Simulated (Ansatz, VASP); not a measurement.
**NaF: VASP beside Ansatz**

```
Na F
1.0
     0.00000    2.29717    2.29717
     2.29717    0.00000    2.29717
     2.29717    2.29717    0.00000
Na F
1 1
Direct
  0.00000 0.00000 0.00000
  0.50000 0.50000 0.50000
```

Alike in both runs: task single point; functional HSE06; k mesh 6 × 6 × 6; no spin polarisation.

|  | VASP | Ansatz |
| --- | --- | --- |
| version | VASP 6.6.1 | Ansatz 0.2.0 |
| potentials or method | VASP PAW PBE potentials, release 64 (Na_pv, F) | plane waves, PAW |
| plane-wave cutoff (eV) | 520 | 420 |
| occupations | gaussian, width 0.01 eV | fixed |
| valence electrons in the cell | 14 | 16 |

```csv
,VASP,Ansatz,Ansatz less VASP
gap on the k mesh at the Fermi level (eV),8.60,8.64,+0.031
pressure (GPa),1.6,1.5,-0.14
```

VASP's potentials hold 14 valence electrons a cell and Ansatz's 16, so a difference there can come from the potentials and not from the codes. Ansatz's warnings: stress exchange threshold loose, stress scf threshold loose.
